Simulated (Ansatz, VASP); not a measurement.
TiO2: VASP beside Ansatz

File INCAR:

```
SYSTEM = TiO2
PREC     = Accurate       ! precision mode
ENCUT    = 520            ! plane-wave cutoff, eV
EDIFF    = 1E-6           ! SCF threshold, eV
ISMEAR   = 0              ! smearing method
SIGMA    = 0.02           ! smearing width, eV
LREAL    = .False.        ! projectors in reciprocal space
LASPH    = .True.         ! aspherical terms in the spheres
NELM     = 150            ! most SCF steps
ALGO     = Normal         ! electronic algorithm
ISIF     = 2              ! what is computed and relaxed
LWAVE    = .False.        ! write WAVECAR
LCHARG   = .True.         ! write CHGCAR
LMAXMIX  = 4              ! l up to which the mixer works
LDAU     = .True.         ! DFT+U
LDAUTYPE = 2            
LDAUL    = 2 -1           ! shell
LDAUU    = 4 0            ! U, eV
LDAUJ    = 0 0          
LDAUPRINT= 1            
GGA      = PE             ! functional
LELF     = .True.         ! ELF
LVHAR    = .True.       
NBANDS   = 60             ! bands
```

The input KPOINTS:

```
regular mesh
0
Gamma
  6 4 6
  0 0 0
```

Contents of POSCAR:

```
TiO2
1.0
    4.5912266200      0.0000000000      0.0000000000
    0.0000000000      5.5587953999      0.0000000000
    0.0000000000      0.0000000000      4.9769398859
Ti O
4 8
Direct
    0.5000000000      0.6698259022      0.7500000000
    0.0000000000      0.8301740978      0.2500000000
    0.5000000000      0.3301740978      0.2500000000
    0.0000000000      0.1698259022      0.7500000000
    0.7272105707      0.6175033213      0.0811005595
    0.2272105707      0.8824966787      0.9188994405
    0.7727894293      0.8824966787      0.5811005595
    0.2727894293      0.6175033213      0.4188994405
    0.7272105707      0.3824966787      0.5811005595
    0.2272105707      0.1175033213      0.4188994405
    0.7727894293      0.1175033213      0.0811005595
    0.2727894293      0.3824966787      0.9188994405
```

Input for Ansatz:

```yaml
crystal:
  lattice:
    - [4.59122662, 0.0, 0.0]
    - [0.0, 5.5587953999, 0.0]
    - [0.0, 0.0, 4.9769398859]
  atoms:
    - { symbol: Ti, position: [0.5, 0.6698259022, 0.75] }
    - { symbol: Ti, position: [0.0, 0.8301740978, 0.25] }
    - { symbol: Ti, position: [0.5, 0.3301740978, 0.25] }
    - { symbol: Ti, position: [0.0, 0.1698259022, 0.75] }
    - { symbol: O, position: [0.7272105707, 0.6175033213, 0.0811005595] }
    - { symbol: O, position: [0.2272105707, 0.8824966787, 0.9188994405] }
    - { symbol: O, position: [0.7727894293, 0.8824966787, 0.5811005595] }
    - { symbol: O, position: [0.2727894293, 0.6175033213, 0.4188994405] }
    - { symbol: O, position: [0.7272105707, 0.3824966787, 0.5811005595] }
    - { symbol: O, position: [0.2272105707, 0.1175033213, 0.4188994405] }
    - { symbol: O, position: [0.7727894293, 0.1175033213, 0.0811005595] }
    - { symbol: O, position: [0.2727894293, 0.3824966787, 0.9188994405] }
basis:
  ecutwfc: 420
kpoints:
  mp_grid: { grid: [6, 4, 6] }
hamiltonian:
  xc: pbe
  hubbard: { sites: [{ species: Ti, l: d, u_eff: 4.0 }] }
scf:
  occupations: { method: gaussian, width: 0.02 }
output:
  forces: true
  stress: true
  eigenvalues: true
```

Alike in both runs: task single point; functional PBE; k mesh 6 × 4 × 6; occupations gaussian, width 0.02 eV; no spin polarisation; Hubbard terms Ti d U = 4.0 eV.

```csv
,VASP,Ansatz
version,VASP 6.6.1,Ansatz 0.2.0
potentials or method,"VASP PAW PBE potentials, release 64 (Ti_sv, O), cutoff 520 eV","scalar-relativistic, plane waves, PAW"
valence electrons in the cell,96,96
```

Ansatz gave:

| Property | Result |
| --- | --- |
| gap on the k mesh at the Fermi level (eV) | 2.90 |
| least direct gap on the mesh (eV) | 2.97 |
| pressure (GPa) | 0.0 |
| traceless stress, the component that is largest in VASP (GPa) | 0.00 |
| rms of the force components (eV/Å) | 0.001 |

Problem. Which values does VASP return?

Solution. gap on the k mesh at the Fermi level (eV): 2.93; least direct gap on the mesh (eV): 3.01; pressure (GPa): 4.3; traceless stress, the component that is largest in VASP (GPa): -0.56; rms of the force components (eV/Å): 0.106.

The programs project onto different local orbitals, so the same U acts differently, and such runs can settle in different states. Atom by atom the forces differ by 0.106 eV/Å (rms over components).
